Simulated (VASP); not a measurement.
Write the native input for VASP 6.6.1 that does the following.

```
Task                   : single point
Functional             : PBE
Potentials or basis    : VASP PAW PBE potentials, release 64 (Si, F)
Cutoff                 : 520 eV
k mesh                 : 6 × 6 × 6
Occupations            : gaussian, width 0.1 eV
Spin                   : collinear spin
Starting moments       : [0.0, 0.0, 0.0, 1.0] μB
Dipole correction      : no
Further INCAR settings : ALGO = Normal; EDIFF = 1e-06; NBANDS = 22
```

The structure of Si3F lies in POSCAR:

```
Si3F
1.0
    0.0000000000      3.1144349200      3.1144349200
    3.1144349200      0.0000000000      3.1144349200
    3.1144349200      3.1144349200      0.0000000000
Si F
3 1
Direct
    0.7500000000      0.7500000000      0.7500000000
    0.2500000000      0.2500000000      0.2500000000
    0.0000000000      0.0000000000      0.0000000000
    0.5000000000      0.5000000000      0.5000000000
```

The cell was generated, and may not be a known phase.

The input as run:

INCAR

```
PREC = Accurate ; ENCUT = 520
EDIFF = 1E-6 ; ISMEAR = 0
SIGMA = 0.1 ; LREAL = False
LASPH = True ; NELM = 150
ALGO = Normal ; ISIF = 2
LWAVE = False ; LCHARG = False
ISPIN = 2 ; MAGMOM = 0 0 0 1
LORBIT = 11 ; GGA = PE
NBANDS = 22
```

KPOINTS

```
regular mesh
0
Gamma
  6 6 6
```

Potentials or basis: VASP PAW PBE potentials, release 64 (Si, F).

Command:

```bash
$ cat potpaw_PBE.64/Si/POTCAR potpaw_PBE.64/F/POTCAR > POTCAR
$ mpirun -np 1 vasp_std > vasp.out
```

It gave:

The pressure is -8.6 GPa, the net moment is 0.00 μB per cell and the valence electrons inside the program's atomic spheres are Si 1.47, 1.54 (each value once); F 6.03.

Caveat: the cell stands under tension.

Wall time 86 s on 1 thread of Intel Xeon 8259CL, on a shared host, peak memory 0.24 GiB.
